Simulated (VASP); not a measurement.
Input of a VASP 6.6.1 run:

The input INCAR:

```
PREC = Accurate ; ENCUT = 520
EDIFF = 1E-6 ; ISMEAR = 1
SIGMA = 0.1525 ; LREAL = F
LASPH = T ; NELM = 80
ALGO = Normal ; ISIF = 2
LWAVE = F ; LCHARG = T
GGA = PE ; LELF = T
LVHAR = T ; NBANDS = 32
```

Contents of KPOINTS:

```
regular mesh
0
Gamma
  12 12 4
```

Contents of POSCAR:

```
Nb2PdS2
1.0
    3.3548310000      0.0000000000      0.0000000000
   -1.6774150000      2.9053720000      0.0000000000
    0.0000000000      0.0000000000      8.7714100000
Nb S Pd
2 2 1
Direct
    0.3333000000      0.6667000000      0.1410000000
    0.6667000000      0.3333000000      0.8590000000
    0.3333000000      0.6667000000      0.6670000000
    0.6667000000      0.3333000000      0.3330000000
    0.0000000000      0.0000000000      0.0000000000
```

Potentials or basis: VASP PAW PBE potentials, release 64 (Nb_sv, S, Pd).

Command:

```sh
$ cat potpaw_PBE.64/Nb_sv/POTCAR potpaw_PBE.64/S/POTCAR potpaw_PBE.64/Pd/POTCAR > POTCAR
$ mpirun -np 1 vasp_std > vasp.out
```

Q: Estimate the band gap on the k mesh.

A: Zero (bands 24 and 25 overlap by 1.15 eV).

Q: Predict the pressure.

A: 46.4 GPa.

Stress tensor (GPa, compression positive):
```
48.19 -0.01  0.00
-0.01 48.18  0.00
 0.00  0.00 42.68
```

Caveat: the stress differs along the axes, from 43 to 48 GPa; forces of over 1 eV/Å act on the atoms, so gaps and moduli don't describe the material at rest.
